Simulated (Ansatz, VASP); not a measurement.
## TaN in VASP and in Ansatz

File INCAR:

```
SYSTEM = TaN
ALGO = Normal ; EDIFF = 1E-7
EDIFFG = -0.005 ; ENCUT = 600
GGA = PE ; IBRION = 2
ISIF = 3 ; ISMEAR = 0
LASPH = .True. ; LCHARG = .False.
LREAL = .False. ; LWAVE = .False.
NELM = 60 ; NSW = 80
PREC = Accurate ; SIGMA = 0.1
```

Contents of KPOINTS:

```
k-points
0
Gamma
  4 4 4
  0 0 0
```

POSCAR

```
TaN
1.0
    0.0000000000      2.2000000000      2.2000000000
    2.2000000000      0.0000000000      2.2000000000
    2.2000000000      2.2000000000      0.0000000000
Ta N
1 1
Direct
    0.0000000000      0.0000000000      0.0000000000
    0.5000000000      0.5000000000      0.5000000000
```

Input for Ansatz:

```yaml
crystal:
  lattice:
    - [0.0, 2.2, 2.2]
    - [2.2, 0.0, 2.2]
    - [2.2, 2.2, 0.0]
  atoms:
    - { symbol: Ta, position: [0.0, 0.0, 0.0] }
    - { symbol: "N", position: [0.5, 0.5, 0.5] }
scf:
  occupations: { method: gaussian, width: 0.1 }
output:
  forces: true
  stress: true
  eigenvalues: true
hamiltonian:
  xc: pbe
relax:
  f_tol: 0.005
  max_steps: 60
  cell: { stress_tol: 0.05 }
kpoints:
  mp_grid: { grid: [4, 4, 4] }
```

Alike in both runs: task relaxation of cell and atoms; functional PBE; k mesh 4 × 4 × 4; occupations gaussian, width 0.1 eV; no spin polarisation.

```csv
,VASP,Ansatz
version,VASP 6.6.1,Ansatz 0.2.0
potentials or method,"VASP PAW PBE potentials, release 64 (Ta_pv, N)","scalar-relativistic, plane waves, PAW"
plane-wave cutoff (eV),600,420
valence electrons in the cell,16,18
```

|  | VASP | Ansatz | Ansatz less VASP |
| --- | --- | --- | --- |
| gap on the k mesh at the Fermi level, each at its own relaxed structure (eV) | none | none | - |
| relaxed volume (Å³/atom) | 10.83 | 10.81 | -0.024 |
| relaxed cell length with the largest relative difference (Å) | 3.129 | 3.127 | -0.0023 |

A gap of «none» marks a metal or a gap that the smearing closes. VASP's potentials hold 16 valence electrons a cell and Ansatz's 18, so a difference there can come from the potentials and not from the codes.

The k mesh is coarse, so the values compare programs but aren't converged. Neither program's run includes spin-orbit coupling.
